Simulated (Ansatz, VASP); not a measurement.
## Si2B3 in VASP and in Ansatz

Contents of INCAR:

```
  PREC = Accurate
  ENCUT = 500
  EDIFF = 1E-7
  ISMEAR = 0
  SIGMA = 0.2
  LREAL = F
  LASPH = T
  NELM = 120
  ALGO = Normal
  ISIF = 3
  LWAVE = F
  LCHARG = F
  GGA = PE
  IBRION = 2
  NSW = 36
  EDIFFG = -0.08
  GGA_COMPAT = F
  NELMIN = 4
```

KPOINTS

```
regular mesh
0
Gamma
  5 5 3
```

File POSCAR:

```
Si2B3
1.0
    3.4500000000      0.0000000000      0.0000000000
   -1.7250000000      2.9877876400      0.0000000000
    0.0000000000      0.0000000000      4.9500000000
Si B
2 3
Direct
    0.6666666700      0.3333333300      0.8510000000
    0.3333333300      0.6666666700      0.1490000000
    0.0000000000      0.0000000000      0.0000000000
    0.3333333300      0.6666666700      0.6480000000
    0.6666666700      0.3333333300      0.3520000000
```

Input for Ansatz:

```yaml
crystal:
  lattice:
    - [3.45, 0.0, 0.0]
    - [-1.725, 2.98778764, 0.0]
    - [0.0, 0.0, 4.95]
  atoms:
    - { symbol: Si, position: [0.66666667, 0.33333333, 0.851] }
    - { symbol: Si, position: [0.33333333, 0.66666667, 0.149] }
    - { symbol: B, position: [0.0, 0.0, 0.0] }
    - { symbol: B, position: [0.33333333, 0.66666667, 0.648] }
    - { symbol: B, position: [0.66666667, 0.33333333, 0.352] }
basis:
  ecutwfc: 420
kpoints:
  mp_grid: { grid: [5, 5, 3] }
hamiltonian:
  xc: pbe
scf:
  occupations: { method: gaussian, width: 0.2 }
  lower_state_search: "off"
output:
  forces: true
  stress: true
  eigenvalues: true
relax:
  adjacent_minimum: "off"
  f_tol: 0.08
  max_steps: 16
  cell: { stress_tol: 0.8 }
```

Alike in both runs: task relaxation of cell and atoms; functional PBE; k mesh 5 × 5 × 3; occupations gaussian, width 0.2 eV; no spin polarisation.

|  | VASP | Ansatz |
| --- | --- | --- |
| version | VASP 6.6.1 | Ansatz 0.2.0 |
| potentials or method | VASP PAW PBE potentials, release 64 (Si, B), cutoff 500 eV | scalar-relativistic, plane waves, PAW |
| valence electrons in the cell | 17 | 17 |

Ansatz gave:

* gap on the k mesh at the Fermi level, each at its own relaxed structure (eV): none
* relaxed volume (Å³/atom): 9.50
* relaxed length of the cell vector where the two differ most in proportion (Å): 3.084

What did VASP give for the same quantities?

gap on the k mesh at the Fermi level, each at its own relaxed structure (eV): none; relaxed volume (Å³/atom): 9.44; relaxed length of the cell vector where the two differ most in proportion (Å): 3.075.

A gap of «none» marks a metal or a gap that the smearing closes.

The k mesh is coarse, so the values compare programs but aren't converged.
